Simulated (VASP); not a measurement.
# Nb2H3 (P4/mmm) in VASP: a series of runs

The runs below take Nb2H3 through single point, with PBE.

Program: VASP 6.6.1. These are calculated values, not measurements. Logs are shortened: lines on timing, memory, paths and dates and some standing lists are left out, and cuts for length are marked.

## 1. The cell of the first run

It takes space group P4/mmm (No. 123, tetragonal). The conventional cell has a = 5.859 Å, b = 5.859 Å, c = 3.155 Å, α = 90.00°, β = 90.00°, γ = 90.00°. Within 2.4 Å of Nb (site symmetry m2m) lie 4 H at 1.81 to 2.08 Å. Within 2.4 Å of H (site symmetry m2m) lie 2 Nb at 1.81 Å and 2 H at 1.93 Å. Within 2.8 Å of H (site symmetry mmm) lie 4 Nb at 2.08 Å and 8 H at 2.70 Å.

The cell was generated, and may not be a known phase.

## 2. Single point, PBE

Contents of INCAR:

```
  ALGO = Fast
  EDIFF = 1E-6
  ENCUT = 520
  GGA = PE
  ISIF = 2
  ISMEAR = 0
  LASPH = True
  LCHARG = False
  LREAL = False
  LWAVE = False
  NBANDS = 40
  NELM = 60
  PREC = Accurate
  SIGMA = 0.1
```

Contents of KPOINTS:

```
k-points
0
Gamma
  4 4 4
```

Contents of POSCAR:

```
Nb2H3
1.0
    5.8593597676      0.0000000000      0.0000000000
    0.0000000000      5.8593597676      0.0000000000
    0.0000000000      0.0000000000      3.1553018587
Nb H
4 6
Direct
    0.2274205796      0.2274205796      0.0000000000
    0.7725794204      0.7725794204      0.0000000000
    0.7725794204      0.2274205796      0.0000000000
    0.2274205796      0.7725794204      0.0000000000
    0.3350634338      0.3350634338      0.5000000000
    0.6649365662      0.6649365662      0.5000000000
    0.6649365662      0.3350634338      0.5000000000
    0.3350634338      0.6649365662      0.5000000000
    0.0000000000      0.5000000000      0.0000000000
    0.5000000000      0.0000000000      0.0000000000
```

Potentials or basis: VASP PAW PBE potentials, release 64 (Nb_sv, H).

Launch:

```
$ cat potpaw_PBE.64/Nb_sv/POTCAR potpaw_PBE.64/H/POTCAR > POTCAR
$ mpirun -np 1 vasp_std > vasp.out
```

OUTCAR:

```text
EDIFF = 1E-6
   ENCUT = 520
   GGA = PE
   ISIF = 2
   ISMEAR = 0
   LASPH = True
   LREAL = False
   NELM = 60
   PREC = Accurate

 ion  position               nearest neighbor table
   1  0.227  0.227  0.000-   5 1.81   5 1.81   3 2.67   4 2.67
   2  0.773  0.773  0.000-   6 1.81   6 1.81   3 2.67   4 2.67
   3  0.773  0.227  0.000-   7 1.81   7 1.81   1 2.67   2 2.67
   4  0.227  0.773  0.000-   8 1.81   8 1.81   1 2.67   2 2.67
   5  0.335  0.335  0.500-   1 1.81   1 1.81
   6  0.665  0.665  0.500-   2 1.81   2 1.81
   7  0.665  0.335  0.500-   3 1.81   3 1.81
   8  0.335  0.665  0.500-   4 1.81   4 1.81
   9  0.000  0.500  0.000-
  10  0.500  0.000  0.000-

  LATTYP: Found a simple tetragonal cell.
 ALAT       =     5.8593597676
 C/A-ratio  =     0.5385062505

  Lattice vectors:

 A1 = (   5.8593597676,   0.0000000000,   0.0000000000)
 A2 = (   0.0000000000,   5.8593597676,   0.0000000000)
 A3 = (   0.0000000000,   0.0000000000,   3.1553018587)

Analysis of symmetry for initial positions (statically):
=====================================================================
 Subroutine PRICEL returns:
 Original cell was already a primitive cell.

 Routine SETGRP: Setting up the symmetry group for a
 simple tetragonal supercell.

 Subroutine GETGRP returns: Found 16 space group operations
 (whereof 16 operations were pure point group operations)
 out of a pool of 16 trial point group operations.

The static configuration has the point symmetry D_4h.

Analysis of symmetry for dynamics (positions and initial velocities):
=====================================================================
 Subroutine PRICEL returns:
 Original cell was already a primitive cell.

 Routine SETGRP: Setting up the symmetry group for a
 simple tetragonal supercell.

 Subroutine GETGRP returns: Found 16 space group operations
 (whereof 16 operations were pure point group operations)
 out of a pool of 16 trial point group operations.

The dynamic configuration has the point symmetry D_4h.

 Subroutine INISYM returns: Found 16 space group operations
 (whereof 16 operations are pure point group operations),
 and found     1 'primitive' translations

[... 106 lines left out ...]
   NSW    =      0    number of steps for IOM
   IBRION =     -1    ionic relax: 0-MD 1-quasi-New 2-CG
   NFREE  =      0    steps in history (QN), initial steepest desc. (CG)
   ISIF   =      2    stress and relaxation
   ISYM   =      2    0-nonsym 1-usesym 2-fastsym
   POTIM  = 0.5000    time-step for ionic-motion
   TEBEG  =    0.0;   TEEND  =   0.0 temperature during run
   PSTRESS=    0.0 pullay stress
   NELECT =      58.0000    total number of electrons
   NUPDOWN=      -1.0000    fix difference up-down
   EMIN   =  10.00;   EMAX   =-10.00  energy-range for DOS
   EFERMI =   0.00;   METHOD = LEGACY
   ISMEAR =     0;   SIGMA  =   0.10  broadening in eV -4-tet -1-fermi 0-gaus
   EFERMI_NEDOS =   21; number of points for ismear=-14 and -15
   IALGO  =     68    algorithm
   IMIX   =      4    mixing-type and parameters
     AMIX     =   0.40;   BMIX     =  1.00
     AMIX_MAG =   1.60;   BMIX_MAG =  1.00
  volume/ion in A,a.u.               =      10.83        73.10
  Fermi-wavevector in a.u.,A,eV,Ry     =   1.329343  2.512094 24.043577  1.767153
  Thomas-Fermi vector in A             =   2.458513
   LORBIT       =      0    0 simple, 1 ext, 2 COOP (PROOUT), +10 PAW based schemes
   GGA     = PE    functional components
   LHFCALC =     F    Hartree Fock is set to
   AEXX    =    0.0000 exact exchange contribution
   IVDW    =     0    specifies the selected vdW correction
   LEPSILON=     F    determine dielectric tensor
   LRPA    =     F    only Hartree local field effects (RPA)
 non-spin polarized calculation
 RMM-DIIS sequential band-by-band and
 Gauss-broadening in eV      SIGMA  =   0.10
  energy-cutoff  :      520.00
  volume of cell :      108.33
 maximum number of plane-waves:      2956
 NGX is ok and might be reduce to    48
   NGX = 21   NGY = 21   NGZ = 11

 number of electron      58.0000000 magnetization

 Free energy of the ion-electron system (eV)
  ---------------------------------------------------
  ext. energy  EPLUGINS =         0.00000000
  ---------------------------------------------------
  free energy    TOTEN  =       -57.64470074 eV

  energy without entropy =      -57.62883726  energy(sigma->0) =      -57.63676900

 E-fermi :   7.1471     XC(G=0): -11.0218

 val. band max:        7.1374934585   @ k =   0.5000   0.0000   0.0000
 cond. band min:       7.2492413388   @ k =   0.5000   0.0000   0.5000
 fundamental gap:      0.1117478803
 Fermi energy:         7.1471374418

 k-point     1 :       0.0000    0.0000    0.0000
  band No.  band energies     occupation
      1     -47.6496      2.00000
      2     -47.5212      2.00000
      3     -47.5212      2.00000
      4     -47.3969      2.00000
      5     -24.2595      2.00000
      6     -24.1808      2.00000
[... 763 lines left out ...]
     39      10.9156      0.00000
     40      12.2801      0.00000

------------------------ aborting loop because EDIFF is reached ----------------------------------------

  FORCE on cell =-STRESS in cart. coord.  units (eV):
  Direction    XX          YY          ZZ          XY          YZ          ZX
  --------------------------------------------------------------------------------------
  -------------------------------------------------------------------------------------
  Total       -0.0749740     -0.0749740     -0.1370437      0.0000000      0.0000000     -0.0000000
  in kB       -1.1088679     -1.1088679     -2.0268823      0.0000000      0.0000000     -0.0000000
  external PRESSURE =      -1.4148727 kB  Pullay stress =       0.0000000 kB

 VOLUME and BASIS-vectors are now :
 -----------------------------------------------------------------------------
  energy-cutoff  :      520.00
  volume of cell :      108.33
      direct lattice vectors                 reciprocal lattice vectors
     5.859359768  0.000000000  0.000000000     0.170667110  0.000000000  0.000000000
     0.000000000  5.859359768  0.000000000     0.000000000  0.170667110  0.000000000
     0.000000000  0.000000000  3.155301859     0.000000000  0.000000000  0.316926888

 POSITION                                       TOTAL-FORCE (eV/Angst)
 -----------------------------------------------------------------------------------
      1.33254      1.33254      0.00000        -0.023007     -0.023007     -0.000000
      4.52682      4.52682      0.00000         0.023007      0.023007      0.000000
      4.52682      1.33254      0.00000         0.023007     -0.023007     -0.000000
      1.33254      4.52682      0.00000        -0.023007      0.023007      0.000000
      1.96326      1.96326      1.57765         0.000543      0.000543     -0.000000
      3.89610      3.89610      1.57765        -0.000543     -0.000543      0.000000
      3.89610      1.96326      1.57765        -0.000543      0.000543      0.000000
      1.96326      3.89610      1.57765         0.000543     -0.000543     -0.000000
      0.00000      2.92968      0.00000         0.000000      0.000000     -0.000000
      2.92968      0.00000      0.00000         0.000000      0.000000     -0.000000
 -----------------------------------------------------------------------------------
    total drift:                                0.000000      0.000000      0.000000

  FREE ENERGIE OF THE ION-ELECTRON SYSTEM (eV)
  ---------------------------------------------------
  free  energy   TOTEN  =       -57.6447007447 eV

  energy  without entropy=      -57.6288372627  energy(sigma->0) =      -57.63676900
```

It took 6.5 min on 1 thread of Oxide Virtual Turin-like, shared host; peak memory 0.22 GiB.

What came out:

- Free energy: -57.6447 eV
- Pressure: -0.1 GPa
- Largest force: 0.033 eV/Å
- Band gap on the k mesh: zero (bands 29 and 30 overlap by 1.20 eV)

Forces in eV/Å, atoms in the order of the input:
```
Nb  -0.023 -0.023  0.000
Nb   0.023  0.023  0.000
Nb   0.023 -0.023  0.000
Nb  -0.023  0.023  0.000
H    0.001  0.001  0.000
H   -0.001 -0.001  0.000
H   -0.001  0.001  0.000
H    0.001 -0.001  0.000
H    0.000  0.000  0.000
H    0.000  0.000  0.000
```

Stress tensor (GPa, compression positive):
```
-0.11  0.00  0.00
 0.00 -0.11  0.00
 0.00  0.00 -0.20
```

Caveat: the k points lie up to 0.50 Å⁻¹ apart, too coarse for converged energies and pressures of a metal.

(Continued in part 2 of 2.)

The gap in the log of VASP goes by the Fermi energy; the results here count the filled bands.